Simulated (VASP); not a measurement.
# SiO2 (P6_322) in VASP: further runs, part 3 of 3

VASP 6.6.1. The steps go on from the part before.

**5. Single point, r2SCAN**

The input, POSCAR:

```
SiO2
1.0
    5.0355490152      0.0000000000      0.0000000000
   -2.5177745076      4.3609133692      0.0000000000
    0.0000000000      0.0000000000      8.5652424208
Si O
4 8
Direct
    0.6666666667      0.3333333333      0.9370353870
    0.6666666667      0.3333333333      0.5629646130
    0.3333333333      0.6666666667      0.0629646130
    0.3333333333      0.6666666667      0.4370353870
    0.0000000000      0.4131836229      0.0000000000
    0.4131836229      0.4131836229      0.5000000000
    0.5868163771      0.0000000000      0.5000000000
    0.5868163771      0.5868163771      0.0000000000
    0.0000000000      0.5868163771      0.5000000000
    0.6666666667      0.3333333333      0.7500000000
    0.3333333333      0.6666666667      0.2500000000
    0.4131836229      0.0000000000      0.0000000000
```

The input, INCAR.step1:

```
SYSTEM = SiO2
ALGO = Normal
EDIFF = 1E-4
ENCUT = 520
GGA = PE
ISMEAR = -1
LASPH = .True.
LCHARG = .False.
LREAL = .False.
LWAVE = .True.
NBANDS = 44
NELM = 100
PREC = Accurate
SIGMA = 0.02
```

The input, INCAR.step2:

```
SYSTEM = SiO2
ALGO = Normal
EDIFF = 1E-6
ENCUT = 520
ISIF = 2
ISMEAR = -1
ISTART = 1
LASPH = .True.
LCHARG = .False.
LMIXTAU = .True.
LREAL = .False.
LWAVE = .False.
METAGGA = R2SCAN
NBANDS = 44
NELM = 100
PREC = Accurate
SIGMA = 0.02
```

The input, KPOINTS:

```
k-points
0
Gamma
  6 6 4
  0 0 0
```

Potentials or basis: VASP PAW PBE potentials, release 64 (Si, O).

The run is started by

```bash
$ cat potpaw_PBE.64/Si/POTCAR potpaw_PBE.64/O/POTCAR > POTCAR
$ cp INCAR.step1 INCAR
$ mpirun -np 1 vasp_std > vasp.out
$ cp INCAR.step2 INCAR
$ mpirun -np 1 vasp_std > vasp.out
```

OUTCAR:

```text
SYSTEM = SiO2
   EDIFF = 1E-6
   ENCUT = 520
   ISIF = 2
   ISMEAR = -1
   ISTART = 1
   LASPH = .True.
   LREAL = .False.
   METAGGA = R2SCAN
   NELM = 100
   PREC = Accurate

 ion  position               nearest neighbor table
   1  0.667  0.333  0.937-  10 1.60   5 1.61  12 1.61   8 1.61   3 3.10   3 3.10   3 3.10
   2  0.667  0.333  0.563-  10 1.60   7 1.61   9 1.61   6 1.61   4 3.10   4 3.10   4 3.10
   3  0.333  0.667  0.063-  11 1.60  12 1.61   5 1.61   8 1.61   1 3.10   1 3.10   1 3.10
   4  0.333  0.667  0.437-  11 1.60   9 1.61   7 1.61   6 1.61   2 3.10   2 3.10   2 3.10
   5  0.000  0.413  0.000-   1 1.61   3 1.61
   6  0.413  0.413  0.500-   2 1.61   4 1.61
   7  0.587  0.000  0.500-   2 1.61   4 1.61
   8  0.587  0.587  0.000-   3 1.61   1 1.61
   9  0.000  0.587  0.500-   4 1.61   2 1.61
  10  0.667  0.333  0.750-   1 1.60   2 1.60
  11  0.333  0.667  0.250-   3 1.60   4 1.60
  12  0.413  0.000  0.000-   3 1.61   1 1.61

  LATTYP: Found a hexagonal cell.
 ALAT       =     5.0355490152
 C/A-ratio  =     1.7009550289

  Lattice vectors:

 A1 = (   5.0355490152,   0.0000000000,   0.0000000000)
 A2 = (  -2.5177745076,   4.3609133692,   0.0000000000)
 A3 = (   0.0000000000,   0.0000000000,   8.5652424208)

Analysis of symmetry for initial positions (statically):
=====================================================================
 Subroutine PRICEL returns:
 Original cell was already a primitive cell.

 Routine SETGRP: Setting up the symmetry group for a
 hexagonal supercell.

 Subroutine GETGRP returns: Found 12 space group operations
 (whereof  6 operations were pure point group operations)
 out of a pool of 24 trial point group operations.

The static configuration has the point symmetry D_3 .
 The point group associated with its full space group is D_6 .

Analysis of symmetry for dynamics (positions and initial velocities):
=====================================================================
 Subroutine PRICEL returns:
 Original cell was already a primitive cell.

 Routine SETGRP: Setting up the symmetry group for a
 hexagonal supercell.

 Subroutine GETGRP returns: Found 12 space group operations
 (whereof  6 operations were pure point group operations)
 out of a pool of 24 trial point group operations.

The dynamic configuration has the point symmetry D_3 .
 The point group associated with its full space group is D_6 .

 Subroutine INISYM returns: Found 12 space group operations
 (whereof  6 operations are pure point group operations),
 and found     1 'primitive' translations

----------------------------------------------------------------------------------------

                                     Primitive cell

  volume of cell :     188.0892

  direct lattice vectors                    reciprocal lattice vectors
     5.035549015  0.000000000  0.000000000     0.198588078  0.114654880  0.000000000
    -2.517774508  4.360913369  0.000000000     0.000000000  0.229309760  0.000000000
[... 67 lines left out ...]
  0.333333  0.166667  0.000000     12.000000
[... 13 lines left out ...]
  0.333333  0.166667  0.500000     12.000000
  0.333333  0.333333  0.500000      2.000000
   k-points           NKPTS =     21   k-points in BZ     NKDIM =     21   number of bands    NBANDS=     44
   number of dos      NEDOS =    301   number of ions     NIONS =     12
   total plane-waves  NPLWV = 102400
   dimension x,y,z NGX =    40 NGY =   40 NGZ =   64
   dimension x,y,z NGXF=    80 NGYF=   80 NGZF=  128
   ions per type =               4   8
   NGX,Y,Z   is equivalent  to a cutoff of  13.21, 13.21, 12.42 a.u.
   NGXF,Y,Z  is equivalent  to a cutoff of  26.41, 26.41, 24.84 a.u.
 SYSTEM =  SiO2
   PREC   = accura    normal or accurate (medium, high low for compatibility)
   ISTART =      1    job   : 0-new  1-cont  2-samecut
   ICHARG =      0    charge: 1-file 2-atom 10-const
   ISPIN  =      1    spin polarized calculation?
   LNONCOLLINEAR =      F non collinear calculations
   LSORBIT =      F    spin-orbit coupling
   LASPH  =      T    aspherical Exc in radial PAW
   ENCUT  =  520.0 eV  38.22 Ry    6.18 a.u.   9.36  9.36 15.93*2*pi/ulx,y,z
   NELM   =    100;   NELMIN=  2; NELMDL=  0     # of ELM steps
   EDIFF  = 0.1E-05   stopping-criterion for ELM
   LREAL  =      F    real-space projection
   EDIFFG = 0.1E-04   stopping-criterion for IOM
   NSW    =      0    number of steps for IOM
   IBRION =     -1    ionic relax: 0-MD 1-quasi-New 2-CG
   NFREE  =      0    steps in history (QN), initial steepest desc. (CG)
   ISIF   =      2    stress and relaxation
   ISYM   =      2    0-nonsym 1-usesym 2-fastsym
   POTIM  = 0.5000    time-step for ionic-motion
   TEBEG  =    0.0;   TEEND  =   0.0 temperature during run
   PSTRESS=    0.0 pullay stress
   NELECT =      64.0000    total number of electrons
   NUPDOWN=      -1.0000    fix difference up-down
   EMIN   =  10.00;   EMAX   =-10.00  energy-range for DOS
   EFERMI =   0.00;   METHOD = LEGACY
   ISMEAR =    -1;   SIGMA  =   0.02  broadening in eV -4-tet -1-fermi 0-gaus
   EFERMI_NEDOS =   21; number of points for ismear=-14 and -15
   IALGO  =     38    algorithm
   IMIX   =      4    mixing-type and parameters
     AMIX     =   0.40;   BMIX     =  1.00
     AMIX_MAG =   1.60;   BMIX_MAG =  1.00
  volume/ion in A,a.u.               =      15.67       105.77
  Fermi-wavevector in a.u.,A,eV,Ry     =   1.142914  2.159794 17.772639  1.306252
  Thomas-Fermi vector in A             =   2.279610
   LORBIT       =      0    0 simple, 1 ext, 2 COOP (PROOUT), +10 PAW based schemes
   METAGGA = R2SCAN    functional components
   LHFCALC =     F    Hartree Fock is set to
   AEXX    =    0.0000 exact exchange contribution
   IVDW    =     0    specifies the selected vdW correction
   LEPSILON=     F    determine dielectric tensor
   LRPA    =     F    only Hartree local field effects (RPA)
 non-spin polarized calculation
  energy-cutoff  :      520.00
  volume of cell :      188.09
 maximum number of plane-waves:      5143
 NGX is ok and might be reduce to    40
   NGX = 19   NGY = 19   NGZ = 31

 number of electron      63.9999997 magnetization

 Free energy of the ion-electron system (eV)
  ---------------------------------------------------
  ext. energy  EPLUGINS =         0.00000000
  ---------------------------------------------------
  free energy    TOTEN  =      -119.11385892 eV

  energy without entropy =     -119.11385892  energy(sigma->0) =     -119.11385892

 E-fermi :  -0.4111     XC(G=0):  -8.2890

 val. band max:       -0.8716416992   @ k =   0.0000   0.0000   0.2500
 cond. band min:       5.3073361097   @ k =   0.0000   0.0000   0.0000
 fundamental gap:      6.1789778089
 Fermi energy:        -0.4111377075

 k-point     1 :       0.0000    0.0000    0.0000
  band No.  band energies     occupation
      1     -21.3347      2.00000
      2     -20.9315      2.00000
      3     -19.9361      2.00000
      4     -19.3108      2.00000
      5     -19.2907      2.00000
      6     -19.2907      2.00000
[... 976 lines left out ...]
     43      10.9824      0.00000
     44      10.9824      0.00000

------------------------ aborting loop because EDIFF is reached ----------------------------------------

  FORCE on cell =-STRESS in cart. coord.  units (eV):
  Direction    XX          YY          ZZ          XY          YZ          ZX
  --------------------------------------------------------------------------------------
  -------------------------------------------------------------------------------------
  Total        0.1829552      0.1829552      0.1475432      0.0000000     -0.0000000      0.0000000
  in kB        1.5584443      1.5584443      1.2567993      0.0000000     -0.0000000      0.0000000
  external PRESSURE =       1.4578960 kB  Pullay stress =       0.0000000 kB

 VOLUME and BASIS-vectors are now :
 -----------------------------------------------------------------------------
  energy-cutoff  :      520.00
  volume of cell :      188.09
      direct lattice vectors                 reciprocal lattice vectors
     5.035549015  0.000000000  0.000000000     0.198588078  0.114654880  0.000000000
    -2.517774508  4.360913369  0.000000000     0.000000000  0.229309760  0.000000000
     0.000000000  0.000000000  8.565242421     0.000000000  0.000000000  0.116750928

 POSITION                                       TOTAL-FORCE (eV/Angst)
 -----------------------------------------------------------------------------------
      2.51777      1.45364      8.02594        -0.000000     -0.000000     -0.012369
      2.51777      1.45364      4.82193        -0.000000     -0.000000      0.012369
     -0.00000      2.90728      0.53931        -0.000000      0.000000      0.012369
     -0.00000      2.90728      3.74331        -0.000000      0.000000     -0.012369
     -1.04030      1.80186      0.00000        -0.000778      0.001347      0.000000
      1.04030      1.80186      4.28262         0.000778      0.001347      0.000000
      2.95494      0.00000      4.28262        -0.001556     -0.000000      0.000000
      1.47747      2.55906      0.00000        -0.000778     -0.001347     -0.000000
     -1.47747      2.55906      4.28262         0.000778     -0.001347     -0.000000
      2.51777      1.45364      6.42393        -0.000000      0.000000     -0.000000
     -0.00000      2.90728      2.14131        -0.000000     -0.000000      0.000000
      2.08061      0.00000      0.00000         0.001556      0.000000     -0.000000
 -----------------------------------------------------------------------------------
    total drift:                               -0.000001      0.000001     -0.000000

  FREE ENERGIE OF THE ION-ELECTRON SYSTEM (eV)
  ---------------------------------------------------
  free  energy   TOTEN  =      -119.1138589198 eV

  energy  without entropy=     -119.1138589198  energy(sigma->0) =     -119.11385892
```

Run time: 6.8 min. Hardware: 1 thread of Intel Xeon 6975P-C (Granite Rapids), shared host; peak memory 0.4 GiB.

Results:

```
Free energy            : -119.1139 eV
Pressure               : 0.1 GPa
Largest force          : 0.012 eV/Å
Band gap on the k mesh : 6.18 eV, indirect (least direct gap 6.24 eV)
```

Forces in eV/Å, atoms in the order of the input:
```
Si   0.000  0.000 -0.012
Si   0.000  0.000  0.012
Si   0.000  0.000  0.012
Si   0.000  0.000 -0.012
O   -0.001  0.001  0.000
O    0.001  0.001  0.000
O   -0.002  0.000  0.000
O   -0.001 -0.001  0.000
O    0.001 -0.001  0.000
O    0.000  0.000  0.000
O    0.000  0.000  0.000
O    0.002  0.000  0.000
```

Levels at points of the mesh, in eV from the valence-band top:
```csv
k point,band 28,band 29,band 30,band 31,band 32,band 33,band 34,band 35,band 36,band 37
"(0.00, 0.00, 0.00)",-0.83,-0.83,-0.79,-0.06,-0.06,6.18,8.69,8.79,9.78,10.38
"(0.50, 0.00, 0.00)",-1.23,-0.96,-0.76,-0.65,-0.04,8.54,8.90,9.43,10.04,10.06
"(0.00, 0.00, 0.50)",-0.81,-0.65,-0.65,-0.19,-0.19,6.99,6.99,10.16,10.16,10.40
"(0.50, 0.00, 0.50)",-1.11,-0.75,-0.75,-0.37,-0.37,9.01,9.01,9.15,9.15,10.18
```

Caveat: the PAW data sets were made with another functional, which shifts forces and pressure a little.

**6. Overview**

| level | cell | gap on the mesh (eV) | pressure (GPa) | largest force (eV/Å) |
| --- | --- | --- | --- | --- |
| PBE | a = 5.036, b = 5.036, c = 8.565 Å, angles 90.0, 90.0, 120.0°, 12 atoms | 5.59 | 4.2 | 0.24 |
| PBEsol | a = 5.063, b = 5.063, c = 8.594 Å, angles 90.0, 90.0, 120.0°, 12 atoms | 5.53 | 0.4 | 0.02 |
| PBE | a = 5.099, b = 5.099, c = 8.629 Å, angles 90.0, 90.0, 120.0°, 12 atoms | 5.46 | 0.1 | 0.01 |
| r2SCAN | a = 5.036, b = 5.036, c = 8.565 Å, angles 90.0, 90.0, 120.0°, 12 atoms | 6.18 | 0.1 | 0.01 |

Alike in all rows: task single point; potentials or basis VASP PAW PBE potentials, release 64 (Si, O); no spin polarisation; k mesh 6 × 6 × 4; cutoff (eV) 520; smearing fermi-dirac 0.02 eV.

Caveats: the PAW data sets were made with another functional, which shifts forces and pressure a little (some runs).

Absolute energies hang on the potentials; compare differences alone.
